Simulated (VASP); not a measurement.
Write the native input for VASP 6.6.1 that does the following.

```
Task                   : single point
Functional             : r2SCAN
Potentials or basis    : VASP PAW PBE potentials, release 64 (Ge_d)
Cutoff                 : 520 eV
k mesh                 : 10 × 10 × 10
Occupations            : gaussian, width 0.05 eV
Spin                   : no spin polarisation
Dipole correction      : no
Further INCAR settings : ALGO = Normal; EDIFF = 1e-06; NBANDS = 21
```

Ge:

```xyz
2
Lattice="0.0000 2.8853 2.8288 2.7722 0.0000 2.8288 2.7722 2.8853 0.0000" Properties=species:S:1:pos:R:3 pbc="T T T"
Ge    2.7722    2.8853    2.8288
Ge    4.1583    4.3280    4.2432
```

This cell differs from its parent crystal: strain -0.0200 x Voigt [1, -1, 0, 0, 0, 0].

One way to write it, as run:

POSCAR

```
Ge
1.0
    0.0000000000      2.8853454000      2.8287700000
    2.7721946000      0.0000000000      2.8287700000
    2.7721946000      2.8853454000      0.0000000000
Ge
2
Direct
    0.5000000000      0.5000000000      0.5000000000
    0.7500000000      0.7500000000      0.7500000000
```

INCAR.step1

```
  PREC = Accurate
  ENCUT = 520
  ISMEAR = 0
  SIGMA = 0.05
  LREAL = F
  LASPH = T
  NELM = 80
  NBANDS = 21
  GGA = PE
  ALGO = Normal
  EDIFF = 1E-4
  LWAVE = T
  LCHARG = F
```

INCAR.step2

```
  PREC = Accurate
  ENCUT = 520
  EDIFF = 1E-6
  ISMEAR = 0
  SIGMA = 0.05
  LREAL = F
  LASPH = T
  NELM = 80
  ALGO = Normal
  ISIF = 2
  LWAVE = F
  LCHARG = F
  METAGGA = R2SCAN
  LMIXTAU = T
  NBANDS = 21
  ISTART = 1
```

KPOINTS

```
regular mesh
0
Gamma
  10 10 10
```

Potentials or basis: VASP PAW PBE potentials, release 64 (Ge_d).

The run is started by

```console
$ cat potpaw_PBE.64/Ge_d/POTCAR > POTCAR
$ cp INCAR.step1 INCAR
$ mpirun -np 1 vasp_std > vasp.out
$ cp INCAR.step2 INCAR
$ mpirun -np 1 vasp_std > vasp.out
```

Results of the run:

```
Pressure               : 0.7 GPa
Band gap on the k mesh : 0.24 eV
```

Caveat: the cell differs from its parent crystal (strain -0.0200 x Voigt [1, -1, 0, 0, 0, 0]); the PAW data sets were made with another functional, which shifts forces and pressure a little.

Run time: 5.4 min on 1 thread of AMD EPYC 9R45 96-Core Processor (Zen 5) (shared host), peak memory 0.23 GiB.
